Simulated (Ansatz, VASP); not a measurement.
# BiClO: VASP beside Ansatz

```
Bi Cl O
1.0
     3.88551    0.00000    0.00000
     0.00000    3.88551    0.00000
     0.00000    0.00000    7.34890
Bi Cl O
2 2 2
Direct
  0.50000 0.00000 0.32904
  0.00000 0.50000 0.67096
  0.00000 0.50000 0.14720
  0.50000 0.00000 0.85280
  0.00000 0.00000 0.50000
  0.50000 0.50000 0.50000
```

Alike in both runs: task relaxation of cell and atoms; functional LDA; k mesh 6 × 6 × 4; occupations gaussian, width 0.02 eV; no spin polarisation.

|  | VASP | Ansatz |
| --- | --- | --- |
| version | VASP 6.6.1 | Ansatz 0.2.0 |
| potentials or method | VASP PAW LDA potentials, release 64 (Bi_d, Cl, O), cutoff 600 eV | scalar-relativistic, plane waves, PAW |
| valence electrons in the cell | 56 | 56 |

|  | VASP | Ansatz | Ansatz less VASP |
| --- | --- | --- | --- |
| gap on the k mesh at the Fermi level, each at its own relaxed structure (eV) | 2.57 | 2.59 | +0.012 |
| relaxed volume (Å³/atom) | 17.72 | 17.72 | +0.002 |
| relaxed length of the cell vector where the two differ most in proportion (Å) | 7.158 | 7.170 | +0.0117 |

LDA's correlation is that of Perdew and Zunger in VASP and of Perdew and Wang (1992) in Ansatz.

Neither program's run includes spin-orbit coupling.
